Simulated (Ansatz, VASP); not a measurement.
## W in VASP and in Ansatz

```
W
1.0
    -1.42310    1.42310    2.01227
     1.42310   -1.42310    2.01227
     1.42310    1.42310   -2.01227
W
1
Direct
  0.00000 0.00000 0.00000
```

Alike in both runs: task single point; functional LDA; k mesh 24 × 24 × 24; occupations gaussian, width 0.15 eV; no spin polarisation.

```csv
,VASP,Ansatz
version,VASP 6.6.1,Ansatz 0.2.0
potentials or method,"VASP PAW LDA potentials, release 64 (W_sv), cutoff 520 eV","scalar-relativistic, plane waves, PAW"
valence electrons in the cell,14,14
```

VASP gave:

```
gap on the k mesh at the Fermi level (eV) : none
pressure (GPa)                            : -9.7
```

Task: Estimate Ansatz's values.

Result: gap on the k mesh at the Fermi level (eV): none; pressure (GPa): -11.2.

LDA's correlation is that of Perdew and Zunger in VASP and of Perdew and Wang (1992) in Ansatz. A gap of «none» marks a metal or a gap that the smearing closes.

Spin-orbit coupling is off throughout.
